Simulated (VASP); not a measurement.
A run of VASP 6.6.1:

Contents of INCAR:

```
SYSTEM = NaCl
PREC     = Accurate       ! precision mode
ENCUT    = 520            ! plane-wave cutoff, eV
EDIFF    = 1E-7           ! SCF threshold, eV
ISMEAR   = -1             ! smearing method
SIGMA    = 0.1            ! smearing width, eV
LREAL    = .False.        ! projectors in reciprocal space
LASPH    = .True.         ! aspherical terms in the spheres
NELM     = 60             ! most SCF steps
ALGO     = Normal         ! electronic algorithm
ISIF     = 2              ! what is computed and relaxed
LWAVE    = .False.        ! write WAVECAR
LCHARG   = .False.        ! write CHGCAR
GGA      = PE             ! functional
NBANDS   = 14             ! bands
```

Contents of KPOINTS:

```
regular mesh
0
Gamma
  8 8 8
  0 0 0
```

Contents of POSCAR:

```
NaCl
1.0
    0.0000000000      2.8637593200      2.8637593200
    2.8637593200      0.0000000000      2.8637593200
    2.8637593200      2.8637593200      0.0000000000
Na Cl
1 1
Direct
    0.0000000000      0.0000000000      0.0000000000
    0.5000000000      0.5000000000      0.5000000000
```

Potentials or basis: VASP PAW PBE potentials, release 64 (Na_pv, Cl).

Launch:

```sh
$ cat potpaw_PBE.64/Na_pv/POTCAR potpaw_PBE.64/Cl/POTCAR > POTCAR
$ mpirun -np 1 vasp_std > vasp.out
```

Hardware: 1 thread of Intel Xeon 8259CL, with other jobs on the host.

Question: How long does it take, and how much memory?

Answer: It took 32 s on 1 thread of Intel Xeon 8259CL, with other jobs on the host, peak memory 0.17 GiB. Counts: scf iterations 15, k points 29.
